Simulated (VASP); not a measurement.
Wanted: the native input for a VASP 6.6.1 run.

* Task: relaxation of cell and atoms
* Functional: PBE
* Potentials or basis: VASP PAW PBE potentials, release 64 (W_sv, S)
* Cutoff: 600 eV
* k mesh: 6 × 6 × 6
* Occupations: gaussian, width 0.1 eV
* Spin: no spin polarisation
* Dipole correction: no
* Further INCAR settings: ALGO = Normal; EDIFF = 1e-07; IBRION = 2; EDIFFG = -0.04; NSW = 90; ISIF = 3

The structure of WS lies in POSCAR:

```
WS
1.0
    0.0000000000      2.7455901119      2.7455901119
    2.7455901119      0.0000000000      2.7455901119
    2.7455901119      2.7455901119      0.0000000000
W S
1 1
Direct
    0.0000000000      0.0000000000      0.0000000000
    0.7500000000      0.7500000000      0.7500000000
```

The input as run:

INCAR

```
SYSTEM = WS
PREC = Accurate
ENCUT = 600
EDIFF = 1E-7
ISMEAR = 0
SIGMA = 0.1
LREAL = .False.
LASPH = .True.
NELM = 60
ALGO = Normal
ISIF = 3
LWAVE = .False.
LCHARG = .False.
GGA = PE
IBRION = 2
NSW = 90
EDIFFG = -0.04
```

KPOINTS

```
regular mesh
0
Gamma
  6 6 6
  0 0 0
```

Potentials or basis: VASP PAW PBE potentials, release 64 (W_sv, S).

Command:

```bash
$ cat potpaw_PBE.64/W_sv/POTCAR potpaw_PBE.64/S/POTCAR > POTCAR
$ mpirun -np 1 vasp_std > vasp.out
```

Results of the run:

```yaml
Relaxed_volume: 19.02 Å³/atom
Relaxed_cell: a = 3.775 Å, b = 3.775 Å, c = 3.775 Å, α = 60.00°, β = 60.00°, γ = 60.00°
Space_group_after_relaxing_to_0.05_Å: F-43m (No. 216)
Energy_gained_by_relaxing: 63.3 meV/atom
Ionic_steps: 4
Pressure_after_relaxing: -0.1 GPa
Band_gap_on_the_k_mesh: zero (band 10 reaches 8.07 eV, above the bottom of band 11 at 7.62 eV)
```

Caveat: spin-orbit coupling is left out, which moves the levels of the heavy elements.

Run time: 29 s on 1 thread of Intel(R) Xeon(R) Platinum 8259CL CPU @ 2.50GHz (Skylake/Cascade Lake), with other jobs on the host, peak memory 0.18 GiB.
